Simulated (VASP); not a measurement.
Y2ScAu, 4 atoms in the cell. The structure is trigonal, space group P-3m1 (No. 164). The conventional cell has a = 3.687 Å, b = 3.687 Å, c = 6.695 Å, α = 90.00°, β = 90.00°, γ = 120.00°. Within 3.5 Å of Y (site symmetry 3m) lie 3 Au at 2.65 Å and 3 Sc at 2.77 Å. Sc (site symmetry -3m) has 6 Y at 2.77 Å and 2 Au at 3.35 Å and 6 Sc at 3.69 Å within 3.7 Å. Au (site symmetry -3m) has 6 Y at 2.65 Å and 2 Sc at 3.35 Å within 3.5 Å. 

```yaml
Program: VASP 6.6.1
Task: single point
Functional: PBE
Potentials_or_basis: VASP PAW PBE potentials, release 64 (Y_sv, Sc_sv, Au)
Cutoff: 520 eV
k_mesh: 6 × 6 × 4
Occupations: gaussian, width 0.1 eV
Spin: no spin polarisation
Dipole_correction: no
Further_INCAR_settings: ALGO = Normal; EDIFF = 1e-06; NBANDS = 30
```

Potentials or basis: VASP PAW PBE potentials, release 64 (Y_sv, Sc_sv, Au).

Command:

```bash
$ cat potpaw_PBE.64/Y_sv/POTCAR potpaw_PBE.64/Sc_sv/POTCAR potpaw_PBE.64/Au/POTCAR > POTCAR
$ mpirun -np 1 vasp_std > vasp.out
```

Hardware: 1 thread of Intel(R) Xeon(R) Platinum 8488C (Sapphire Rapids) (shared host).

**Question.** Estimate the wall time of this run.

**Answer.** Wall time 83 s on 1 thread of Intel(R) Xeon(R) Platinum 8488C (Sapphire Rapids) (shared host), peak memory 0.24 GiB. Counts: scf iterations 15, k points 24.
